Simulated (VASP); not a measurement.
# Re: single point with LDA

The system is Re.

```
CELL_PARAMETERS angstrom
0.00000 1.97500 2.01450
1.97500 0.00000 2.01450
1.97500 1.97500 0.00000
ATOMIC_POSITIONS crystal
Re 0.00000 0.00000 0.00000
```

This cell differs from its parent crystal: zz strain of +2 %.

| Quantity | Value |
| --- | --- |
| Program | VASP 6.6.1 |
| Task | single point |
| Functional | LDA |
| Potentials or basis | VASP PAW LDA potentials, release 64 (Re) |
| Cutoff | 520 eV |
| k mesh | 14 × 14 × 14 |
| Occupations | fermi-dirac, width 0.03 eV |
| Spin | no spin polarisation |
| Dipole correction | no |
| Further INCAR settings | ALGO = Normal; EDIFF = 1e-06; NBANDS = 10 |

```yaml
Pressure: -28.8 GPa
```

Stress tensor (GPa, compression positive):
```
-27.46   0.00   0.00
  0.00 -27.46   0.00
  0.00   0.00 -31.57
```

Levels at points of the mesh, in eV from the Fermi level:
```
           k point  band 2  band 3  band 4  band 5  band 6  band 7
(0.00, 0.00, 0.00)   -1.93   -1.65   -1.65    0.93    1.30   13.93
(0.50, 0.00, 0.00)   -2.07   -1.79    0.26    3.36    3.52    9.07
(0.50, 0.50, 0.00)   -5.42    2.40    3.40    4.11    4.11   11.57
(0.50, 0.00, 0.50)   -5.44    2.80    3.36    3.98    4.27   11.59
```

It took 12 s on 1 thread of Intel(R) Xeon(R) 6975P-C (Granite Rapids) (shared host), peak memory 0.16 GiB.

Caveat: the cell differs from its parent crystal (zz strain of +2 %); spin-orbit coupling is left out, which moves the levels of the heavy elements.
